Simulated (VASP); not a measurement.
Input of a VASP 6.6.1 run:

Contents of POSCAR:

```
PtSe2
1.0
    3.7068661351      0.0000000000      0.0000000000
   -1.8534330675      3.2102402414      0.0000000000
    0.0000000000      0.0000000000     31.1216233429
Se Pt
2 1
Direct
    0.6666666667      0.3333333333      0.4574342816
    0.3333333333      0.6666666667      0.5425657184
    0.0000000000      0.0000000000      0.5000000000
```

Contents of INCAR.step1:

```
SYSTEM = PtSe2
ALGO = Normal ; DIPOL = 0.5 0.5 0.500
EDIFF = 1E-7 ; ENCUT = 520
GGA = PE ; IDIPOL = 3
ISIF = 2 ; ISMEAR = 0
IVDW = 12 ; LASPH = .TRUE.
LCHARG = .TRUE. ; LDIPOL = .TRUE.
LMAXMIX = 4 ; LREAL = .FALSE.
LWAVE = .FALSE. ; NBANDS = 18
NELM = 80 ; PREC = Accurate
SIGMA = 0.02
```

KPOINTS.step1

```
k-points
0
G
  12 12 1
  0 0 0
```

File INCAR.step2:

```
SYSTEM = PtSe2
ALGO = Normal ; DIPOL = 0.5 0.5 0.500
EDIFF = 1E-7 ; ENCUT = 520
GGA = PE ; ICHARG = 11
IDIPOL = 3 ; ISIF = 2
ISMEAR = -5 ; IVDW = 12
LASPH = .TRUE. ; LCHARG = .FALSE.
LDIPOL = .TRUE. ; LMAXMIX = 4
LORBIT = 11 ; LREAL = .FALSE.
LWAVE = .FALSE. ; NEDOS = 2001
NELM = 80 ; PREC = Accurate
SIGMA = 0.02
```

The input KPOINTS.step2:

```
k-points
0
G
  18 18 1
  0 0 0
```

Potentials or basis: VASP PAW PBE potentials, release 64 (Se, Pt).

Run with:

```bash
$ cat potpaw_PBE.64/Se/POTCAR potpaw_PBE.64/Pt/POTCAR > POTCAR
$ cp INCAR.step1 INCAR
$ cp KPOINTS.step1 KPOINTS
$ mpirun -np 1 vasp_std > vasp.out
$ cp INCAR.step2 INCAR
$ cp KPOINTS.step2 KPOINTS
$ mpirun -np 1 vasp_std > vasp.out
```

**Question.** Predict the dispersion energy per atom.

**Answer.** -0.299 eV.
